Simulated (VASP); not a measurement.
Write the native input for VASP 6.6.1 that does the following.

```yaml
Task: single point
Functional: PBE
Potentials_or_basis: VASP PAW PBE potentials, release 64 (Sn_d)
Cutoff: 520 eV
k_mesh: 11 × 11 × 11
Occupations: fermi-dirac, width 0.1 eV
Spin: no spin polarisation
Dipole_correction: no
Further_INCAR_settings: ALGO = Normal; EDIFF = 1e-07; NBANDS = 21
```

The structure of Sn lies in POSCAR:

```
Sn
1.0
    0.0000000000      3.0655753933      3.0655753933
    3.0655753933      0.0000000000      3.0655753933
    3.0655753933      3.0655753933      0.0000000000
Sn
2
Direct
   -0.1250000000     -0.1250000000     -0.1250000000
    0.1250000000      0.1250000000      0.1250000000
```

This isn't the form of Sn at room conditions, which is tetragonal (white tin).

These files were run (other wordings do the same):

INCAR

```
ALGO     = Normal         # electronic algorithm
EDIFF    = 1E-7           # SCF threshold, eV
ENCUT    = 520            # plane-wave cutoff, eV
GGA      = PE             # functional
ISIF     = 2              # what is computed and relaxed
ISMEAR   = -1             # smearing method
LASPH    = True           # aspherical terms in the spheres
LCHARG   = True           # write CHGCAR
LELF     = True           # ELF
LREAL    = False          # projectors in reciprocal space
LVHAR    = True         
LWAVE    = False          # write WAVECAR
NBANDS   = 21             # bands
NELM     = 60             # most SCF steps
PREC     = Accurate       # precision mode
SIGMA    = 0.1            # smearing width, eV
```

KPOINTS

```
k-points
0
Gamma
  11 11 11
```

Potentials or basis: VASP PAW PBE potentials, release 64 (Sn_d).

Launch:

```sh
$ cat potpaw_PBE.64/Sn_d/POTCAR > POTCAR
$ mpirun -np 1 vasp_std > vasp.out
```

Results of the run:

The pressure is 15.9 GPa.

Caveat: the cell stands under pressure.

Run time: 60 s on 1 thread of Intel Xeon 8259CL, on a shared host, peak memory 0.2 GiB.
